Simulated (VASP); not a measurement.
Set up this calculation in VASP 6.6.1, as the native input.

```yaml
Task: single point
Functional: PBEsol
Potentials_or_basis: VASP PAW PBE potentials, release 64 (Ga_d)
Cutoff: 520 eV
k_mesh: 9 × 9 × 12
Occupations: fermi-dirac, width 0.1 eV
Spin: no spin polarisation
Dipole_correction: no
Further_INCAR_settings: ALGO = Normal; EDIFF = 1e-07; NBANDS = 26
```

The structure of Ga lies in POSCAR:

```
Ga
1.0
    4.7851773152      0.0000000000      0.0000000000
   -2.3925886576      4.1440851165      0.0000000000
    0.0000000000      0.0000000000      3.0602094773
Ga
3
Direct
    1.0000000000      1.0000000000      0.0000000000
    0.3333333333      0.6666666667      0.5000000000
    0.6666666667      0.3333333333      0.5000000000
```

This isn't the form of Ga at room conditions, which is orthorhombic.

These files were run (other wordings do the same):

INCAR

```
ALGO = Normal
EDIFF = 1E-7
ENCUT = 520
GGA = PS
ISIF = 2
ISMEAR = -1
LASPH = T
LCHARG = T
LELF = T
LREAL = F
LVHAR = T
LWAVE = F
NBANDS = 26
NELM = 80
PREC = Accurate
SIGMA = 0.1
```

KPOINTS

```
k-points
0
Gamma
  9 9 12
```

Potentials or basis: VASP PAW PBE potentials, release 64 (Ga_d).

The run is started by

```console
$ cat potpaw_PBE.64/Ga_d/POTCAR > POTCAR
$ mpirun -np 1 vasp_std > vasp.out
```

Results of the run:

| Quantity | Value |
| --- | --- |
| Pressure | -4.8 GPa |
| Band gap on the k mesh | zero (an odd number of electrons rules out a gap without spin polarisation) |

Caveat: the cell stands under tension; the PAW data sets were made with another functional, which shifts forces and pressure a little.

Run time: 93 s on 1 thread of Intel Xeon 6975P-C (shared host), peak memory 0.24 GiB.
